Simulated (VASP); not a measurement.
Runs of VASP 6.6.1 on BiSbS4. The structure is that of space group P-3m1 (No. 164), or close to it. The cells are those of the table. 

| task | potentials or basis | cell | k mesh | cutoff (eV) | smearing | second run | gap on the mesh (eV) | pressure (GPa) | relaxed volume (Å³/atom) | largest force (eV/Å) |
| --- | --- | --- | --- | --- | --- | --- | --- | --- | --- | --- |
| single point | VASP PAW PBE potentials, release 64 (Sb, Bi_d, S) | a = 3.817, b = 3.817, c = 12.999 Å, angles 90.0, 90.0, 120.0°, 6 atoms | 12 × 12 × 4 | 520 | gaussian 0.1 eV | - | none | -0.1 | - | 0.02 |
| relaxation of cell and atoms | VASP PAW PBE potentials, release 64 (Sb, Bi_d, S) | relaxed from a = 3.707, b = 3.707, c = 14.033 Å, angles 90.0, 90.0, 120.0°, 6 atoms | 4 × 4 × 1 | 600 | gaussian 0.15 eV | - | none | -0.1 | 27.56 | 0.05 |
| single point | VASP PAW PBE potentials, release 64 (Sb, Bi_d, S) | a = 3.867, b = 3.867, c = 13.536 Å, angles 90.0, 90.0, 120.0°, 6 atoms | 4 × 4 × 1 | 520 | gaussian 0.15 eV | - | none | 0.0 | - | (a) |
| relaxation of cell and atoms | VASP PAW PBE potentials, release 64 (Sb_d_GW, Bi_d, S) | relaxed from a = 3.707, b = 3.707, c = 14.033 Å, angles 90.0, 90.0, 120.0°, 6 atoms | 4 × 4 × 1 | 500 | gaussian 0.15 eV | valence_matched | none | -0.1 | 27.56 | 0.05 |

Alike in all rows: level PBE; no spin polarisation.

**Question.** Estimate the missing entries.

**Answer.** (a) 0.04.

Caveats: some runs use coarse meshes; spin-orbit coupling is left out, which moves the levels of the heavy elements; this functional lacks dispersion, which binds the layers, so the pressure and a relaxed spacing across them are unreliable; the relaxation stopped at a loose force limit of 0.08 eV/Å, so its end isn't a converged minimum (some runs).

A k mesh can miss the band edges, and the runs leave out spin-orbit coupling on Bi, Sb.

A gap of «none» marks levels without a gap at the run's occupations.

The runs don't all hold the same shells in valence.
